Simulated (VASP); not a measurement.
# Ag (P6_3/mmc) in VASP: further runs

Ag is run at these levels: PBEsol; tasks: single point.

Program: VASP 6.6.1. These are calculated values, not measurements. Logs are shortened: lines on timing, memory, paths and dates and some standing lists are left out, and cuts for length are marked.

### 1 The cell of the first run

Symmetry: P6_3/mmc, No. 194, hexagonal system. The conventional cell has a = 2.828 Å, b = 2.828 Å, c = 9.198 Å, α = 90.00°, β = 90.00°, γ = 120.00°. Within 3.7 Å of Ag (site symmetry -6m2) lie 12 Ag at 2.82 to 2.83 Å. Within 3.7 Å of Ag (site symmetry -3m) lie 12 Ag at 2.82 to 2.83 Å.

This isn't the form of Ag at room conditions, which is fcc.

### 2 Single point, PBEsol (strain -0.015 along x and y, -0.015 along z)

The input, INCAR:

```
PREC     = Accurate       # precision mode
ENCUT    = 520            # plane-wave cutoff, eV
EDIFF    = 1E-6           # SCF threshold, eV
ISMEAR   = 0              # smearing method
SIGMA    = 0.15           # smearing width, eV
LREAL    = False          # projectors in reciprocal space
LASPH    = True           # aspherical terms in the spheres
NELM     = 100            # most SCF steps
ALGO     = Fast           # electronic algorithm
ISIF     = 2              # what is computed and relaxed
LWAVE    = False          # write WAVECAR
LCHARG   = False          # write CHGCAR
GGA      = PS             # functional
NBANDS   = 30             # bands
```

The input, KPOINTS:

```
regular mesh
0
Gamma
  18 18 6
```

The input, POSCAR:

```
Ag
1.0
    2.8278888758      0.0000000000      0.0000000000
   -1.4139444379      2.4490236055      0.0000000000
    0.0000000000      0.0000000000      9.1979880009
Ag
4
Direct
    0.3333333333      0.6666666667      0.2500000000
    0.6666666667      0.3333333333      0.7500000000
    0.0000000000      0.0000000000      0.0000000000
    0.0000000000      0.0000000000      0.5000000000
```

Potentials or basis: VASP PAW PBE potentials, release 64 (Ag).

Launch:

```bash
$ cat potpaw_PBE.64/Ag/POTCAR > POTCAR
$ mpirun -np 1 vasp_std > vasp.out
```

OUTCAR:

```text
PREC = Accurate
   ENCUT = 520
   EDIFF = 1E-6
   ISMEAR = 0
   LREAL = False
   LASPH = True
   NELM = 100
   ISIF = 2
   GGA = PS

 ion  position               nearest neighbor table
   1  0.333  0.667  0.250-   3 2.82   4 2.82   3 2.82   4 2.82   3 2.82   4 2.82
   2  0.667  0.333  0.750-   3 2.82   4 2.82   3 2.82   4 2.82   3 2.82   4 2.82
   3  0.000  0.000  0.000-   1 2.82   2 2.82   1 2.82   2 2.82   2 2.82   1 2.82
   4  0.000  0.000  0.500-   1 2.82   2 2.82   1 2.82   2 2.82   2 2.82   1 2.82

  LATTYP: Found a hexagonal cell.
 ALAT       =     2.8278888758
 C/A-ratio  =     3.2525988131

  Lattice vectors:

 A1 = (   2.8278888758,   0.0000000000,   0.0000000000)
 A2 = (  -1.4139444379,   2.4490236055,   0.0000000000)
 A3 = (   0.0000000000,   0.0000000000,   9.1979880009)

Analysis of symmetry for initial positions (statically):
=====================================================================
 Subroutine PRICEL returns:
 Original cell was already a primitive cell.

 Routine SETGRP: Setting up the symmetry group for a
 hexagonal supercell.

 Subroutine GETGRP returns: Found 24 space group operations
 (whereof 12 operations were pure point group operations)
 out of a pool of 24 trial point group operations.

The static configuration has the point symmetry D_3d.
 The point group associated with its full space group is D_6h.

Analysis of symmetry for dynamics (positions and initial velocities):
=====================================================================
 Subroutine PRICEL returns:
 Original cell was already a primitive cell.

 Routine SETGRP: Setting up the symmetry group for a
 hexagonal supercell.

 Subroutine GETGRP returns: Found 24 space group operations
 (whereof 12 operations were pure point group operations)
 out of a pool of 24 trial point group operations.

The dynamic configuration has the point symmetry D_3d.
 The point group associated with its full space group is D_6h.

 Subroutine INISYM returns: Found 24 space group operations
 (whereof 12 operations are pure point group operations),
 and found     1 'primitive' translations

----------------------------------------------------------------------------------------

                                     Primitive cell

  volume of cell :      63.7013

  direct lattice vectors                    reciprocal lattice vectors
     2.827888876  0.000000000  0.000000000     0.353620685  0.204162997  0.000000000
    -1.413944438  2.449023605  0.000000000     0.000000000  0.408325995  0.000000000
     0.000000000  0.000000000  9.197988001     0.000000000  0.000000000  0.108719429

  length of vectors
     2.827888876  2.827888876  9.197988001     0.408325995  0.408325995  0.108719429

  position of ions in fractional coordinates (direct lattice)
     0.333333333  0.666666667  0.250000000
     0.666666667  0.333333333  0.750000000
     0.000000000  0.000000000  0.000000000
     0.000000000  0.000000000  0.500000000

  ion indices of the primitive-cell ions
   primitive index   ion index
                 1           1
                 2           2
                 3           3
                 4           4

----------------------------------------------------------------------------------------

 KPOINTS: regular mesh

Automatic generation of k-mesh.
 Grid dimensions read from file:
 generate k-points for:   18   18    6

 Generating k-lattice:

  Cartesian coordinates                     Fractional coordinates (reciprocal lattice)
     0.019645594  0.011342389  0.000000000     0.055555556 -0.000000000  0.000000000
     0.000000000  0.022684777  0.000000000     0.000000000  0.055555556  0.000000000
     0.000000000  0.000000000  0.018119905     0.000000000  0.000000000  0.166666667

  Length of vectors
     0.022684777  0.022684777  0.018119905

  Shift w.r.t. Gamma in fractional coordinates (k-lattice)
     0.000000000  0.000000000  0.000000000

 Subroutine IBZKPT returns following result:
 ===========================================

 Found    148 irreducible k-points:

 Following reciprocal coordinates:
            Coordinates               Weight
  0.000000  0.000000  0.000000      1.000000
  0.055556  0.000000  0.000000      6.000000
  0.111111  0.000000  0.000000      6.000000
  0.166667  0.000000  0.000000      6.000000
  0.222222  0.000000  0.000000      6.000000
  0.277778  0.000000  0.000000      6.000000
[... 16 lines left out ...]
  0.333333  0.111111  0.000000     12.000000
  0.388889  0.111111  0.000000     12.000000
 [... further k-points ...]
   k-points           NKPTS =    148   k-points in BZ     NKDIM =    148   number of bands    NBANDS=     30
   number of dos      NEDOS =    301   number of ions     NIONS =      4
   total plane-waves  NPLWV =  40320
   dimension x,y,z NGX =    24 NGY =   24 NGZ =   70
   dimension x,y,z NGXF=    48 NGYF=   48 NGZF=  140
   ions per type =               4
   NGX,Y,Z   is equivalent  to a cutoff of  14.11, 14.11, 12.65 a.u.
   NGXF,Y,Z  is equivalent  to a cutoff of  28.22, 28.22, 25.30 a.u.
 SYSTEM =  unknown system
   PREC   = accura    normal or accurate (medium, high low for compatibility)
   ISTART =      0    job   : 0-new  1-cont  2-samecut
   ICHARG =      2    charge: 1-file 2-atom 10-const
   ISPIN  =      1    spin polarized calculation?
   LNONCOLLINEAR =      F non collinear calculations
   LSORBIT =      F    spin-orbit coupling
   LASPH  =      T    aspherical Exc in radial PAW
   ENCUT  =  520.0 eV  38.22 Ry    6.18 a.u.   5.26  5.26 17.10*2*pi/ulx,y,z
   NELM   =    100;   NELMIN=  2; NELMDL= -5     # of ELM steps
   EDIFF  = 0.1E-05   stopping-criterion for ELM
   LREAL  =      F    real-space projection
   EDIFFG = 0.1E-04   stopping-criterion for IOM
   NSW    =      0    number of steps for IOM
   IBRION =     -1    ionic relax: 0-MD 1-quasi-New 2-CG
   NFREE  =      0    steps in history (QN), initial steepest desc. (CG)
   ISIF   =      2    stress and relaxation
   ISYM   =      2    0-nonsym 1-usesym 2-fastsym
   POTIM  = 0.5000    time-step for ionic-motion
   TEBEG  =    0.0;   TEEND  =   0.0 temperature during run
   PSTRESS=    0.0 pullay stress
   NELECT =      44.0000    total number of electrons
   NUPDOWN=      -1.0000    fix difference up-down
   EMIN   =  10.00;   EMAX   =-10.00  energy-range for DOS
   EFERMI =   0.00;   METHOD = LEGACY
   ISMEAR =     0;   SIGMA  =   0.15  broadening in eV -4-tet -1-fermi 0-gaus
   EFERMI_NEDOS =   21; number of points for ismear=-14 and -15
   IALGO  =     68    algorithm
   IMIX   =      4    mixing-type and parameters
     AMIX     =   0.40;   BMIX     =  1.00
     AMIX_MAG =   1.60;   BMIX_MAG =  1.00
  volume/ion in A,a.u.               =      15.93       107.47
  Fermi-wavevector in a.u.,A,eV,Ry     =   1.447137  2.734693 28.493399  2.094206
  Thomas-Fermi vector in A             =   2.565126
   LORBIT       =      0    0 simple, 1 ext, 2 COOP (PROOUT), +10 PAW based schemes
   GGA     = PS    functional components
   LHFCALC =     F    Hartree Fock is set to
   AEXX    =    0.0000 exact exchange contribution
   IVDW    =     0    specifies the selected vdW correction
   LEPSILON=     F    determine dielectric tensor
   LRPA    =     F    only Hartree local field effects (RPA)
 non-spin polarized calculation
 RMM-DIIS sequential band-by-band and
 Gauss-broadening in eV      SIGMA  =   0.15
  energy-cutoff  :      520.00
  volume of cell :       63.70
 maximum number of plane-waves:      1738
 NGX is ok and might be reduce to    24
   NGX = 11   NGY = 11   NGZ = 35

 number of electron      44.0000008 magnetization

 Free energy of the ion-electron system (eV)
  ---------------------------------------------------
  ext. energy  EPLUGINS =         0.00000000
  ---------------------------------------------------
  free energy    TOTEN  =       -13.17958306 eV

  energy without entropy =      -13.16670346  energy(sigma->0) =      -13.17314326

 E-fermi :   9.1800     XC(G=0): -12.8239

 val. band max:        9.1720670992   @ k =   0.2222   0.2222   0.0000
 cond. band min:       9.1946032535   @ k =   0.3889   0.0556   0.0000
 fundamental gap:      0.0225361543
 Fermi energy:         9.1800139460

 k-point     1 :       0.0000    0.0000    0.0000
  band No.  band energies     occupation
      1       0.8666      2.00000
      2       2.3558      2.00000
      3       2.3631      2.00000
      4       2.3741      2.00000
      5       4.1633      2.00000
      6       4.1633      2.00000
[... 22 lines left out ...]
     29      24.9955      0.00000
     30      25.9651      0.00000

 k-point     2 :       0.0556    0.0000    0.0000
  band No.  band energies     occupation
      1       0.9573      2.00000
      2       2.4313      2.00000
      3       2.4365      2.00000
      4       2.4428      2.00000
      5       4.0976      2.00000
      6       4.1329      2.00000
[... 22 lines left out ...]
     29      24.9888      0.00000
     30      25.7589      0.00000

 k-point     3 :       0.1111    0.0000    0.0000
  band No.  band energies     occupation
      1       1.2218      2.00000
      2       2.5869      2.00000
      3       2.6608      2.00000
      4       2.6655      2.00000
      5       3.8744      2.00000
      6       4.0419      2.00000
[... 22 lines left out ...]
     29      24.7346      0.00000
     30      24.9434      0.00000

 k-point     4 :       0.1667    0.0000    0.0000
  band No.  band energies     occupation
      1       1.6315      2.00000
      2       2.7757      2.00000
      3       2.9447      2.00000
      4       2.9676      2.00000
      5       3.6265      2.00000
      6       3.8014      2.00000
[... 616 lines left out ...]
     29      19.6060      0.00000
     30      21.9431      0.00000

 k-point    23 :       0.3333    0.1111    0.0000
  band No.  band energies     occupation
      1       2.6172      2.00000
      2       2.6241      2.00000
      3       2.7579      2.00000
      4       3.2524      2.00000
      5       3.2973      2.00000
      6       3.5251      2.00000
[... 22 lines left out ...]
     29      18.9629      0.00000
     30      21.2651      0.00000

 k-point    24 :       0.3889    0.1111    0.0000
  band No.  band energies     occupation
      1       2.5079      2.00000
      2       2.5466      2.00000
      3       2.6677      2.00000
      4       3.1633      2.00000
      5       3.2296      2.00000
      6       3.5057      2.00000
[... 22 lines left out ...]
     29      18.5229      0.00000
     30      19.7609      0.00000

 [... further k-points ...]

------------------------ aborting loop because EDIFF is reached ----------------------------------------

  FORCE on cell =-STRESS in cart. coord.  units (eV):
  Direction    XX          YY          ZZ          XY          YZ          ZX
  --------------------------------------------------------------------------------------
  -------------------------------------------------------------------------------------
  Total        2.2366070      2.2366070      2.4881910      0.0000000      0.0000000      0.0000000
  in kB       56.2538329     56.2538329     62.5815271      0.0000000      0.0000000      0.0000000
  external PRESSURE =      58.3630643 kB  Pullay stress =       0.0000000 kB

 VOLUME and BASIS-vectors are now :
 -----------------------------------------------------------------------------
  energy-cutoff  :      520.00
  volume of cell :       63.70
      direct lattice vectors                 reciprocal lattice vectors
     2.827888876  0.000000000  0.000000000     0.353620685  0.204162997  0.000000000
    -1.413944438  2.449023605  0.000000000     0.000000000  0.408325995  0.000000000
     0.000000000  0.000000000  9.197988001     0.000000000  0.000000000  0.108719429

 POSITION                                       TOTAL-FORCE (eV/Angst)
 -----------------------------------------------------------------------------------
     -0.00000      1.63268      2.29950         0.000000      0.000000      0.000000
      1.41394      0.81634      6.89849        -0.000000     -0.000000     -0.000000
      0.00000      0.00000      0.00000         0.000000      0.000000      0.000000
      0.00000      0.00000      4.59899         0.000000      0.000000      0.000000
 -----------------------------------------------------------------------------------
    total drift:                               -0.000000      0.000000      0.000000

  FREE ENERGIE OF THE ION-ELECTRON SYSTEM (eV)
  ---------------------------------------------------
  free  energy   TOTEN  =       -13.1795830644 eV

  energy  without entropy=      -13.1667034645  energy(sigma->0) =      -13.17314326
```

It took 1.8 min on 1 thread of Intel Xeon 6975P-C (Granite Rapids), shared host; peak memory 0.33 GiB.

What came out:

| Quantity | Value |
| --- | --- |
| Free energy | -13.1796 eV |
| Pressure | 5.8 GPa |
| Band gap on the k mesh | zero (bands 22 and 23 overlap by 6.69 eV) |

Stress tensor (GPa, compression positive):
```
5.63 0.00 0.00
0.00 5.63 0.00
0.00 0.00 6.26
```

Caveat: the cell differs from its parent crystal (strain -0.015 along x and y, -0.015 along z); the cell stands under pressure; the PAW data sets were made with another functional, which shifts forces and pressure a little.

(Part 1 of 2 ends here.)

The gap in the log of VASP goes by the Fermi energy; the results here count the filled bands.